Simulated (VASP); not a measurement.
Set up this calculation in VASP 6.6.1, as the native input.

```yaml
Task: single point
Functional: PBE
Potentials_or_basis: VASP PAW PBE potentials, release 64 (K_sv, C)
Cutoff: 600 eV
k_mesh: 6 × 6 × 4
Occupations: gaussian, width 0.2 eV
Spin: no spin polarisation
Dipole_correction: no
Further_INCAR_settings: ALGO = Normal; EDIFF = 1e-06; NBANDS = 14
```

The structure of KC lies in POSCAR:

```
KC
1.0
    3.0535969023      0.0000000000      0.0000000000
    0.0000000000      3.0535969023      0.0000000000
    0.0000000000      0.0000000000      5.1608975184
K C
1 1
Direct
    0.0000000000      0.0000000000      0.0000000000
    0.0000000000      0.0000000000      0.5000000000
```

The input as run:

INCAR

```
PREC = Accurate
ENCUT = 600
EDIFF = 1E-6
ISMEAR = 0
SIGMA = 0.2
LREAL = F
LASPH = T
NELM = 120
ALGO = Normal
ISIF = 2
LWAVE = F
LCHARG = F
GGA = PE
NBANDS = 14
GGA_COMPAT = F
```

KPOINTS

```
regular mesh
0
Gamma
  6 6 4
```

Potentials or basis: VASP PAW PBE potentials, release 64 (K_sv, C).

Run with:

```console
$ cat potpaw_PBE.64/K_sv/POTCAR potpaw_PBE.64/C/POTCAR > POTCAR
$ mpirun -np 1 vasp_std > vasp.out
```

It gave:

```yaml
Pressure: 0.3 GPa
```

It took 11 s on 1 thread of Intel(R) Xeon(R) Platinum 8559C (Emerald Rapids) (shared host), peak memory 0.17 GiB.
